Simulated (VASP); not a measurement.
Crystal: Ta.

```
CELL_PARAMETERS angstrom
-1.65128 1.65128 1.65128
1.65128 -1.65128 1.65128
1.65128 1.65128 -1.65128
ATOMIC_POSITIONS crystal
Ta 0.00000 0.00000 0.00000
```

```yaml
Program: VASP 6.6.1
Task: relaxation of cell and atoms
Functional: PBE-based screened hybrid with 25 % exact exchange
Potentials_or_basis: VASP PAW PBE potentials, release 64 (Ta_pv)
Cutoff: 600 eV
k_mesh: 6 × 6 × 6
Occupations: fermi-dirac, width 0.05 eV
Spin: no spin polarisation
```

At the start: pressure 3.3 GPa; volume 18.01 Å³/atom.

Problem. How do energy, volume and symmetry change on relaxing?

Solution. Over 3 steps the energy falls by 3.0 meV/atom and the volume is 18.31 Å³/atom (+1.7 %); space group Im-3m (No. 229, to 0.1 Å) before and after.

The path:
```tsv
step	energy change (eV)	largest force (eV/Å)	pressure (GPa)	volume (Å³)
1	0.0000	0.0000	3.33	18.01
2	0.0128	0.0000	-7.08	19.00
3	-0.0030	0.0000	-0.05	18.31
```

Final structure:
```yaml
crystal:
  lattice:
    - [-1.66032, 1.66032, 1.66032]
    - [1.66032, -1.66032, 1.66032]
    - [1.66032, 1.66032, -1.66032]
  atoms:
    - { symbol: Ta, position: [0.00000, 0.00000, 0.00000] }
```

Caveat: the k points lie up to 0.45 Å⁻¹ apart in the final cell, too coarse for converged energies and pressures of a metal; the PAW data sets were made with another functional, which shifts forces and pressure a little.
